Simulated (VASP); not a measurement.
# LiF (Fm-3m) in VASP: a series of runs

LiF is run at these levels: PBE; tasks: single point.

All numbers are computed with VASP 6.6.1; they aren't measurements. Logs are shortened: lines on timing, memory, paths and dates and some standing lists are left out, and cuts for length are marked.

## Step 1: The cell of the first run

The structure is cubic, space group Fm-3m (No. 225). Conventional cell: a = 4.026 Å, b = 4.026 Å, c = 4.026 Å, α = 90.00°, β = 90.00°, γ = 90.00°. Li (site symmetry m-3m) has 6 F at 2.01 Å within 2.7 Å. Within 2.7 Å of F (site symmetry m-3m) lie 6 Li at 2.01 Å.

## Step 2: Single point, PBE

INCAR

```
SYSTEM = LiF
PREC = Accurate
ENCUT = 750
EDIFF = 1E-6
ISMEAR = 0
SIGMA = 0.01
LREAL = .FALSE.
LASPH = .TRUE.
NELM = 120
ALGO = Normal
ISIF = 2
LWAVE = .FALSE.
LCHARG = .FALSE.
GGA = PE
NBANDS = 12
GGA_COMPAT = .FALSE.
```

KPOINTS

```
regular mesh
0
G
  4 4 4
  0 0 0
```

POSCAR

```
LiF
1.0
    0.0000000000      2.0130000000      2.0130000000
    2.0130000000      0.0000000000      2.0130000000
    2.0130000000      2.0130000000      0.0000000000
Li F
1 1
Direct
    0.0000000000      0.0000000000      0.0000000000
    0.5000000000      0.5000000000      0.5000000000
```

Potentials or basis: VASP PAW PBE potentials, release 64 (Li_sv, F).

Started as:

```bash
$ cat potpaw_PBE.64/Li_sv/POTCAR potpaw_PBE.64/F/POTCAR > POTCAR
$ mpirun -np 1 vasp_std > vasp.out
```

OUTCAR:

```text
SYSTEM = LiF
   PREC = Accurate
   ENCUT = 750
   EDIFF = 1E-6
   ISMEAR = 0
   LREAL = .FALSE.
   LASPH = .TRUE.
   NELM = 120
   ISIF = 2
   GGA = PE

 ion  position               nearest neighbor table
   1  0.000  0.000  0.000-   2 2.01   2 2.01   2 2.01   2 2.01   2 2.01   2 2.01
   2  0.500  0.500  0.500-   1 2.01   1 2.01   1 2.01   1 2.01   1 2.01   1 2.01

  LATTYP: Found a face centered cubic cell.
 ALAT       =     4.0260000000

  Lattice vectors:

 A1 = (   0.0000000000,   2.0130000000,   2.0130000000)
 A2 = (   2.0130000000,   0.0000000000,   2.0130000000)
 A3 = (   2.0130000000,   2.0130000000,   0.0000000000)

Analysis of symmetry for initial positions (statically):
=====================================================================
 Subroutine PRICEL returns:
 Original cell was already a primitive cell.

 Routine SETGRP: Setting up the symmetry group for a
 face centered cubic supercell.

 Subroutine GETGRP returns: Found 48 space group operations
 (whereof 48 operations were pure point group operations)
 out of a pool of 48 trial point group operations.

The static configuration has the point symmetry O_h .

Analysis of symmetry for dynamics (positions and initial velocities):
=====================================================================
 Subroutine PRICEL returns:
 Original cell was already a primitive cell.

 Routine SETGRP: Setting up the symmetry group for a
 face centered cubic supercell.

 Subroutine GETGRP returns: Found 48 space group operations
 (whereof 48 operations were pure point group operations)
 out of a pool of 48 trial point group operations.

The dynamic configuration has the point symmetry O_h .

 Subroutine INISYM returns: Found 48 space group operations
 (whereof 48 operations are pure point group operations),
 and found     1 'primitive' translations

----------------------------------------------------------------------------------------

                                     Primitive cell

  volume of cell :      16.3140

  direct lattice vectors                    reciprocal lattice vectors
     0.000000000  2.013000000  2.013000000    -0.248385494  0.248385494  0.248385494
     2.013000000  0.000000000  2.013000000     0.248385494 -0.248385494  0.248385494
     2.013000000  2.013000000  0.000000000     0.248385494  0.248385494 -0.248385494

  length of vectors
     2.846811901  2.846811901  2.846811901     0.430216296  0.430216296  0.430216296

  position of ions in fractional coordinates (direct lattice)
     0.000000000  0.000000000  0.000000000
     0.500000000  0.500000000  0.500000000

  ion indices of the primitive-cell ions
   primitive index   ion index
                 1           1
                 2           2

----------------------------------------------------------------------------------------

 KPOINTS: regular mesh

Automatic generation of k-mesh.
 Grid dimensions read from file:
 generate k-points for:    4    4    4

 Generating k-lattice:

  Cartesian coordinates                     Fractional coordinates (reciprocal lattice)
    -0.062096374  0.062096374  0.062096374     0.250000000  0.000000000  0.000000000
     0.062096374 -0.062096374  0.062096374     0.000000000  0.250000000  0.000000000
     0.062096374  0.062096374 -0.062096374     0.000000000  0.000000000  0.250000000

  Length of vectors
     0.107554074  0.107554074  0.107554074

  Shift w.r.t. Gamma in fractional coordinates (k-lattice)
     0.000000000  0.000000000  0.000000000

 Subroutine IBZKPT returns following result:
 ===========================================

 Found      8 irreducible k-points:

 Following reciprocal coordinates:
            Coordinates               Weight
  0.000000  0.000000  0.000000      1.000000
  0.250000  0.000000  0.000000      8.000000
  0.500000  0.000000  0.000000      4.000000
  0.250000  0.250000  0.000000      6.000000
  0.500000  0.250000  0.000000     24.000000
 -0.250000  0.250000  0.000000     12.000000
  0.500000  0.500000  0.000000      3.000000
 -0.250000  0.500000  0.250000      6.000000
   k-points           NKPTS =      8   k-points in BZ     NKDIM =      8   number of bands    NBANDS=     12
   number of dos      NEDOS =    301   number of ions     NIONS =      2
   total plane-waves  NPLWV =  21952
   dimension x,y,z NGX =    28 NGY =   28 NGZ =   28
   dimension x,y,z NGXF=    56 NGYF=   56 NGZF=   56
   ions per type =               1   1
   NGX,Y,Z   is equivalent  to a cutoff of  16.35, 16.35, 16.35 a.u.
   NGXF,Y,Z  is equivalent  to a cutoff of  32.70, 32.70, 32.70 a.u.
 SYSTEM =  LiF
   PREC   = accura    normal or accurate (medium, high low for compatibility)
   ISTART =      0    job   : 0-new  1-cont  2-samecut
   ICHARG =      2    charge: 1-file 2-atom 10-const
   ISPIN  =      1    spin polarized calculation?
   LNONCOLLINEAR =      F non collinear calculations
   LSORBIT =      F    spin-orbit coupling
   LASPH  =      T    aspherical Exc in radial PAW
   ENCUT  =  750.0 eV  55.12 Ry    7.42 a.u.   6.36  6.36  6.36*2*pi/ulx,y,z
   NELM   =    120;   NELMIN=  2; NELMDL= -5     # of ELM steps
   EDIFF  = 0.1E-05   stopping-criterion for ELM
   LREAL  =      F    real-space projection
   EDIFFG = 0.1E-04   stopping-criterion for IOM
   NSW    =      0    number of steps for IOM
   IBRION =     -1    ionic relax: 0-MD 1-quasi-New 2-CG
   NFREE  =      0    steps in history (QN), initial steepest desc. (CG)
   ISIF   =      2    stress and relaxation
   ISYM   =      2    0-nonsym 1-usesym 2-fastsym
   POTIM  = 0.5000    time-step for ionic-motion
   TEBEG  =    0.0;   TEEND  =   0.0 temperature during run
   PSTRESS=    0.0 pullay stress
   NELECT =      10.0000    total number of electrons
   NUPDOWN=      -1.0000    fix difference up-down
   EMIN   =  10.00;   EMAX   =-10.00  energy-range for DOS
   EFERMI =   0.00;   METHOD = LEGACY
   ISMEAR =     0;   SIGMA  =   0.01  broadening in eV -4-tet -1-fermi 0-gaus
   EFERMI_NEDOS =   21; number of points for ismear=-14 and -15
   IALGO  =     38    algorithm
   IMIX   =      4    mixing-type and parameters
     AMIX     =   0.40;   BMIX     =  1.00
     AMIX_MAG =   1.60;   BMIX_MAG =  1.00
  volume/ion in A,a.u.               =       8.16        55.05
  Fermi-wavevector in a.u.,A,eV,Ry     =   1.390660  2.627967 26.312798  1.933936
  Thomas-Fermi vector in A             =   2.514574
   LORBIT       =      0    0 simple, 1 ext, 2 COOP (PROOUT), +10 PAW based schemes
   GGA     = PE    functional components
   LHFCALC =     F    Hartree Fock is set to
   AEXX    =    0.0000 exact exchange contribution
   IVDW    =     0    specifies the selected vdW correction
   LEPSILON=     F    determine dielectric tensor
   LRPA    =     F    only Hartree local field effects (RPA)
 non-spin polarized calculation
 Gauss-broadening in eV      SIGMA  =   0.01
  energy-cutoff  :      750.00
  volume of cell :       16.31
 maximum number of plane-waves:       778
 NGX is ok and might be reduce to    28
   NGX = 13   NGY = 13   NGZ = 13

 number of electron      10.0000002 magnetization

 Free energy of the ion-electron system (eV)
  ---------------------------------------------------
  ext. energy  EPLUGINS =         0.00000000
  ---------------------------------------------------
  free energy    TOTEN  =        -9.64066033 eV

  energy without entropy =       -9.64066033  energy(sigma->0) =       -9.64066033

 E-fermi :  -0.8192     XC(G=0):  -9.9914

 val. band max:       -1.0171969476   @ k =   0.0000   0.0000   0.0000
 cond. band min:       8.0715925784   @ k =   0.0000   0.0000   0.0000
 fundamental gap:      9.0887895260
 Fermi energy:        -0.8192255395

 k-point     1 :       0.0000    0.0000    0.0000
  band No.  band energies     occupation
      1     -41.9224      2.00000
      2     -20.9933      2.00000
      3      -1.0172      2.00000
      4      -1.0172      2.00000
      5      -1.0172      2.00000
      6       8.0716      0.00000
      7      22.9723      0.00000
      8      22.9723      0.00000
      9      22.9723      0.00000
     10      23.3257      0.00000
     11      23.3257      0.00000
     12      23.3257      0.00000

 k-point     2 :       0.2500    0.0000    0.0000
  band No.  band energies     occupation
      1     -41.8931      2.00000
      2     -20.7831      2.00000
      3      -2.3906      2.00000
      4      -1.1350      2.00000
      5      -1.1350      2.00000
      6       9.3320      0.00000
      7      16.9353      0.00000
      8      19.5514      0.00000
      9      19.5514      0.00000
     10      26.0190      0.00000
     11      26.5313      0.00000
     12      26.5313      0.00000

 k-point     3 :       0.5000    0.0000    0.0000
  band No.  band energies     occupation
      1     -41.8637      2.00000
      2     -20.5565      2.00000
      3      -3.5425      2.00000
      4      -1.2459      2.00000
      5      -1.2459      2.00000
      6       9.7657      0.00000
      7      15.7257      0.00000
      8      17.8949      0.00000
      9      17.8949      0.00000
     10      29.3517      0.00000
     11      30.0315      0.00000
     12      30.0315      0.00000

 k-point     4 :       0.2500    0.2500    0.0000
  band No.  band energies     occupation
      1     -41.8844      2.00000
      2     -20.6857      2.00000
      3      -2.4508      2.00000
      4      -1.5273      2.00000
      5      -1.5273      2.00000
      6      10.4005      0.00000
      7      17.7432      0.00000
      8      18.7171      0.00000
      9      19.6186      0.00000
     10      19.6186      0.00000
     11      32.0486      0.00000
     12      32.0486      0.00000

 k-point     5 :       0.5000    0.2500    0.0000
  band No.  band energies     occupation
      1     -41.8562      2.00000
      2     -20.4262      2.00000
      3      -3.3912      2.00000
      4      -2.1833      2.00000
      5      -1.6461      2.00000
      6      11.9578      0.00000
      7      14.8286      0.00000
      8      17.7076      0.00000
      9      18.6015      0.00000
     10      23.0329      0.00000
     11      31.9851      0.00000
     12      32.7010      0.00000

 k-point     6 :      -0.2500    0.2500    0.0000
  band No.  band energies     occupation
      1     -41.8648      2.00000
      2     -20.5317      2.00000
      3      -2.8841      2.00000
      4      -2.3492      2.00000
      5      -1.2626      2.00000
      6      11.0781      0.00000
      7      14.7829      0.00000
      8      18.4405      0.00000
      9      18.4697      0.00000
     10      27.9240      0.00000
     11      28.0693      0.00000
     12      28.0991      0.00000

 k-point     7 :       0.5000    0.5000    0.0000
  band No.  band energies     occupation
      1     -41.8486      2.00000
      2     -20.2905      2.00000
      3      -4.0280      2.00000
      4      -2.0168      2.00000
      5      -2.0168      2.00000
      6      13.8055      0.00000
      7      15.4658      0.00000
      8      16.4324      0.00000
      9      19.2373      0.00000
     10      19.2373      0.00000
     11      32.2705      0.00000
     12      37.2364      0.00000

 k-point     8 :      -0.2500    0.5000    0.2500
  band No.  band energies     occupation
      1     -41.8475      2.00000
      2     -20.3171      2.00000
      3      -3.0970      2.00000
      4      -3.0970      2.00000
      5      -1.8155      2.00000
      6      14.0469      0.00000
      7      14.0469      0.00000
      8      16.4343      0.00000
      9      18.2263      0.00000
     10      26.4449      0.00000
     11      26.4449      0.00000
     12      32.9891      0.00000

------------------------ aborting loop because EDIFF is reached ----------------------------------------

  FORCE on cell =-STRESS in cart. coord.  units (eV):
  Direction    XX          YY          ZZ          XY          YZ          ZX
  --------------------------------------------------------------------------------------
  -------------------------------------------------------------------------------------
  Total        0.1618203      0.1618203      0.1618203     -0.0000000     -0.0000000      0.0000000
  in kB       15.8921321     15.8921321     15.8921321     -0.0000000     -0.0000000      0.0000000
  external PRESSURE =      15.8921321 kB  Pullay stress =       0.0000000 kB

 VOLUME and BASIS-vectors are now :
 -----------------------------------------------------------------------------
  energy-cutoff  :      750.00
  volume of cell :       16.31
      direct lattice vectors                 reciprocal lattice vectors
     0.000000000  2.013000000  2.013000000    -0.248385494  0.248385494  0.248385494
     2.013000000  0.000000000  2.013000000     0.248385494 -0.248385494  0.248385494
     2.013000000  2.013000000  0.000000000     0.248385494  0.248385494 -0.248385494

 POSITION                                       TOTAL-FORCE (eV/Angst)
 -----------------------------------------------------------------------------------
      0.00000      0.00000      0.00000         0.000000     -0.000000      0.000000
      2.01300      2.01300      2.01300        -0.000000      0.000000      0.000000
 -----------------------------------------------------------------------------------
    total drift:                                0.000000      0.000000      0.000000

  FREE ENERGIE OF THE ION-ELECTRON SYSTEM (eV)
  ---------------------------------------------------
  free  energy   TOTEN  =        -9.6406603280 eV

  energy  without entropy=       -9.6406603280  energy(sigma->0) =       -9.64066033
```

Wall time 2.2 s (1 thread of Intel Xeon 6975P-C (Granite Rapids), shared host); peak memory 0.14 GiB.

What came out:

```
Free energy            : -9.6407 eV
Pressure               : 1.6 GPa
Band gap on the k mesh : 9.09 eV, direct
```

Caveat: the k points lie up to 0.68 Å⁻¹ apart. As with any semilocal functional, this PBE gap is likely too small.

## Step 3: Single point, PBE

INCAR

```
PREC = Accurate
ENCUT = 750
EDIFF = 1E-6
ISMEAR = 0
SIGMA = 0.01
LREAL = F
LASPH = T
NELM = 120
ALGO = Normal
ISIF = 2
LWAVE = F
LCHARG = F
GGA = PE
NBANDS = 12
GGA_COMPAT = F
```

KPOINTS

```
regular mesh
0
Gamma
  4 4 4
```

POSCAR is that of step 2.

Potentials or basis: VASP PAW PBE potentials, release 64 (Li_sv, F).

Started as:

```bash
$ cat potpaw_PBE.64/Li_sv/POTCAR potpaw_PBE.64/F/POTCAR > POTCAR
$ mpirun -np 1 vasp_std > vasp.out
```

Wall time 2.3 s (1 thread of Intel Xeon 6975P-C (Granite Rapids), shared host); peak memory 0.14 GiB.

It converged, with:

```
Free energy            : -9.6407 eV
Pressure               : 1.6 GPa
Band gap on the k mesh : 9.09 eV, direct
```

Levels at points of the mesh, in eV from the valence-band top:
| k point | band 1 | band 2 | band 3 | band 4 | band 5 | band 6 | band 7 | band 8 | band 9 | band 10 |
| --- | --- | --- | --- | --- | --- | --- | --- | --- | --- | --- |
| (0.00, 0.00, 0.00) | -40.91 | -19.98 | 0.00 | 0.00 | 0.00 | 9.09 | 23.99 | 23.99 | 23.99 | 24.34 |
| (0.50, 0.00, 0.00) | -40.85 | -19.54 | -2.53 | -0.23 | -0.23 | 10.78 | 16.74 | 18.91 | 18.91 | 30.37 |
| (0.50, 0.50, 0.00) | -40.83 | -19.27 | -3.01 | -1.00 | -1.00 | 14.82 | 16.48 | 17.45 | 20.25 | 20.25 |

Caveat: the k points lie up to 0.68 Å⁻¹ apart. Expect the measured gap to be larger: semilocal functionals such as PBE lack the derivative discontinuity.

## Step 4: Single point, PBE

This run uses another cell than the first one, of 7.67 Å³/atom, 0.940 times its volume.

INCAR

```
PREC = Accurate ; ENCUT = 750
EDIFF = 1E-6 ; ISMEAR = 0
SIGMA = 0.01 ; LREAL = F
LASPH = T ; NELM = 120
ALGO = Normal ; ISIF = 2
LWAVE = F ; LCHARG = T
GGA = PE ; LELF = T
LVHAR = T ; NBANDS = 12
GGA_COMPAT = F
```

KPOINTS

```
Automatic mesh
0
Gamma
  4 4 4
```

POSCAR

```
LiF
1.0
    0.0000000000      1.9719068400      1.9719068400
    1.9719068400      0.0000000000      1.9719068400
    1.9719068400      1.9719068400      0.0000000000
Li F
1 1
Direct
    0.0000000000      0.0000000000      0.0000000000
    0.5000000000      0.5000000000      0.5000000000
```

Potentials or basis: VASP PAW PBE potentials, release 64 (Li_sv, F).

Started as:

```bash
$ cat potpaw_PBE.64/Li_sv/POTCAR potpaw_PBE.64/F/POTCAR > POTCAR
$ mpirun -np 1 vasp_std > vasp.out
```

OUTCAR:

```text
PREC = Accurate
   ENCUT = 750
   EDIFF = 1E-6
   ISMEAR = 0
   LREAL = F
   LASPH = T
   NELM = 120
   ISIF = 2
   GGA = PE

 ion  position               nearest neighbor table
   1  0.000  0.000  0.000-   2 1.97   2 1.97   2 1.97   2 1.97   2 1.97   2 1.97
   2  0.500  0.500  0.500-   1 1.97   1 1.97   1 1.97   1 1.97   1 1.97   1 1.97

  LATTYP: Found a face centered cubic cell.
 ALAT       =     3.9438136800

  Lattice vectors:
[... 287 lines left out ...]
     11      27.6832      0.00000
     12      34.7647      0.00000

------------------------ aborting loop because EDIFF is reached ----------------------------------------

  FORCE on cell =-STRESS in cart. coord.  units (eV):
  Direction    XX          YY          ZZ          XY          YZ          ZX
  --------------------------------------------------------------------------------------
  -------------------------------------------------------------------------------------
  Total        0.6574069      0.6574069      0.6574069     -0.0000000     -0.0000000      0.0000000
  in kB       68.6840135     68.6840135     68.6840135     -0.0000000     -0.0000000      0.0000000
  external PRESSURE =      68.6840135 kB  Pullay stress =       0.0000000 kB

 VOLUME and BASIS-vectors are now :
 -----------------------------------------------------------------------------
  energy-cutoff  :      750.00
  volume of cell :       15.34
      direct lattice vectors                 reciprocal lattice vectors
     0.000000000  1.971906840  1.971906840    -0.253561674  0.253561674  0.253561674
     1.971906840  0.000000000  1.971906840     0.253561674 -0.253561674  0.253561674
     1.971906840  1.971906840  0.000000000     0.253561674  0.253561674 -0.253561674

 POSITION                                       TOTAL-FORCE (eV/Angst)
 -----------------------------------------------------------------------------------
      0.00000      0.00000      0.00000         0.000000      0.000000     -0.000000
      1.97191      1.97191      1.97191        -0.000000     -0.000000      0.000000
 -----------------------------------------------------------------------------------
    total drift:                                0.000000      0.000000      0.000000

  FREE ENERGIE OF THE ION-ELECTRON SYSTEM (eV)
  ---------------------------------------------------
  free  energy   TOTEN  =        -9.6124601481 eV

  energy  without entropy=       -9.6124601481  energy(sigma->0) =       -9.61246015
```

OSZICAR:

```text
N       E                     dE             d eps       ncg     rms          rms(c)
DAV:   1     0.492253790089E+02    0.49225E+02   -0.66857E+03   192   0.111E+03
DAV:   2    -0.806503938135E+01   -0.57290E+02   -0.56354E+02   228   0.239E+02
DAV:   3    -0.100794544248E+02   -0.20144E+01   -0.19949E+01   252   0.378E+01
DAV:   4    -0.101219616391E+02   -0.42507E-01   -0.42506E-01   232   0.649E+00
DAV:   5    -0.101223333593E+02   -0.37172E-03   -0.37172E-03   236   0.441E-01    0.453E+00
DAV:   6    -0.960343685929E+01    0.51890E+00   -0.23701E+00   208   0.980E+00    0.137E+00
DAV:   7    -0.960657983030E+01   -0.31430E-02   -0.19259E-02   256   0.127E+00    0.860E-01
DAV:   8    -0.961234824156E+01   -0.57684E-02   -0.14461E-02   240   0.132E+00    0.109E-01
DAV:   9    -0.961237527853E+01   -0.27037E-04   -0.85513E-04   216   0.277E-01    0.435E-02
DAV:  10    -0.961246103580E+01   -0.85757E-04   -0.12657E-04   212   0.913E-02    0.146E-02
DAV:  11    -0.961246014811E+01    0.88768E-06   -0.52774E-06   244   0.223E-02
   1 F= -.96124601E+01 E0= -.96124601E+01  d E =-.484221E-24
```

Wall time 2.9 s (1 thread of Intel Xeon 6975P-C (Granite Rapids), shared host); peak memory 0.14 GiB.

What came out:

| Property | Result |
| --- | --- |
| Free energy | -9.6125 eV |
| Pressure | 6.9 GPa |
| Band gap on the k mesh | 9.66 eV, direct |

Caveat: the k points lie up to 0.69 Å⁻¹ apart.
